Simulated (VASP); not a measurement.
The system is Lu.

```
Lu
1.0
     3.50310    0.00000    0.00000
    -1.75155    3.03377    0.00000
     0.00000    0.00000    5.55090
Lu
2
Direct
  0.66667 0.33333 0.75000
  0.33333 0.66667 0.25000
```

Base run:

| Item | Value |
| --- | --- |
| Program | VASP 6.6.1 |
| Functional | r2SCAN |
| Potentials or basis | VASP PAW PBE potentials, release 64 (Lu) |
| Cutoff | 520 eV |
| k mesh | 9 × 9 × 5 |
| Occupations | fermi-dirac, width 0.05 eV |
| Spin | no spin polarisation |

Its results: band gap on the k mesh zero (band 25 reaches 3.02 eV, above the bottom of band 26 at 1.53 eV); pressure -0.3 GPa.

**Question.** The run is repeated on the same cell with these changes: k mesh from 9 × 9 × 5 to 5 × 5 × 3. What comes out?

**Answer.** Band gap on the k mesh zero (band 25 reaches 2.83 eV, above the bottom of band 26 at 1.58 eV); pressure 0.1 GPa.

Caveats: some runs use coarse meshes; the PAW data sets were made with another functional, which shifts forces and pressure a little; spin-orbit coupling is left out, which moves the levels of the heavy elements.
